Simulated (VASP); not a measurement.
**HfTi3N4: single point with PBE**

The system is HfTi3N4.

```xyz
8
Lattice="3.0738 0.0000 0.0000 0.0000 3.0738 0.0000 0.0000 0.0000 8.6757" Properties=species:S:1:pos:R:3 pbc="T T T"
Hf    0.0000    0.0000    0.0000
Ti    1.5369    1.5369    2.2881
Ti    0.0000    0.0000    4.3378
Ti    1.5369    1.5369    6.3876
N     0.0000    0.0000    2.2192
N     1.5369    1.5369    4.3378
N     0.0000    0.0000    6.4565
N     1.5369    1.5369    0.0000
```

* Program: VASP 6.6.1
* Task: single point
* Functional: PBE
* Potentials or basis: VASP PAW PBE potentials, release 64 (Hf_pv, Ti_sv, N)
* Cutoff: 520 eV
* k mesh: 8 × 8 × 4
* Occupations: gaussian, width 0.2 eV
* Spin: no spin polarisation

```yaml
Pressure: -0.2 GPa
Largest_force: 0.076 eV/Å
Band_gap_on_the_k_mesh: zero (band 33 reaches 11.47 eV, above the bottom of band 34 at 8.39 eV)
```

Forces in eV/Å, atoms in the order of the input:
```
Hf   0.000  0.000  0.000
Ti   0.000  0.000  0.029
Ti   0.000  0.000  0.000
Ti   0.000  0.000 -0.029
N    0.000  0.000 -0.076
N    0.000  0.000  0.000
N    0.000  0.000  0.076
N    0.000  0.000  0.000
```

Stress tensor (GPa, compression positive):
```
 0.20  0.00  0.00
 0.00  0.20  0.00
 0.00  0.00 -1.14
```

Levels at points of the mesh, in eV from the Fermi level:
| k point | band 30 | band 31 | band 32 | band 33 | band 34 | band 35 | band 36 | band 37 |
| --- | --- | --- | --- | --- | --- | --- | --- | --- |
| (0.00, 0.00, 0.00) | -2.32 | -2.30 | -2.30 | -2.11 | -1.89 | -0.56 | -0.56 | -0.48 |
| (0.50, 0.00, 0.00) | -5.00 | -4.71 | 0.74 | 1.19 | 1.35 | 1.42 | 1.51 | 1.52 |
| (0.50, 0.50, 0.00) | -3.25 | -3.09 | -3.05 | -3.05 | 0.82 | 0.82 | 1.37 | 1.37 |
| (0.00, 0.00, 0.50) | -2.93 | -2.81 | -2.81 | -2.74 | -1.14 | -0.83 | 0.10 | 0.10 |
| (0.50, 0.00, 0.50) | -5.15 | -4.94 | 1.02 | 1.05 | 1.23 | 1.24 | 1.27 | 1.29 |
| (0.50, 0.50, 0.50) | -4.17 | -4.17 | -1.48 | -1.48 | -0.73 | -0.73 | 2.05 | 2.12 |

Run time: 93 s on 1 thread of AMD EPYC 9R45 96-Core Processor (Zen 5), on a shared host, peak memory 0.25 GiB.

Caveat: spin-orbit coupling is left out, which moves the levels of the heavy elements.
